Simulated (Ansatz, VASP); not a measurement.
# One calculation of Bi2Br3, two programs

```
Bi Br
1.0
     4.46218    2.57624    4.94427
    -4.46218    2.57624    4.94427
     0.00000   -5.15249    4.94427
Bi Br
4 6
Direct
  0.85326 0.85326 0.85326
  0.64674 0.64674 0.64674
  0.14674 0.14674 0.14674
  0.35326 0.35326 0.35326
  0.09148 0.40852 0.75000
  0.75000 0.09148 0.40852
  0.40852 0.75000 0.09148
  0.90852 0.59148 0.25000
  0.25000 0.90852 0.59148
  0.59148 0.25000 0.90852
```

Alike in both runs: functional PBE; k mesh 6 × 6 × 6; occupations gaussian, width 0.1 eV; no spin polarisation.

Ansatz relaxed the structure, and its values are those at the end. VASP's run is a single point on that final structure, the one shown.

```csv
,VASP,Ansatz
version,VASP 6.6.1,Ansatz 0.2.0
potentials or method,"VASP PAW PBE potentials, release 64 (Bi_d, Br), cutoff 520 eV","scalar-relativistic, plane waves, PAW"
valence electrons in the cell,102,102
```

```csv
,VASP,Ansatz,Ansatz less VASP
gap on the k mesh at the Fermi level (eV),none,none,-
pressure (GPa),0.0,0.0,+0.02
rms of the force components (eV/Å),0.004,0.002,-0.0026
```

A gap of «none» marks a metal or a gap that the smearing closes. The functional is the same, so the differences come from potentials, cutoffs and numerics.

Spin-orbit coupling is off throughout.
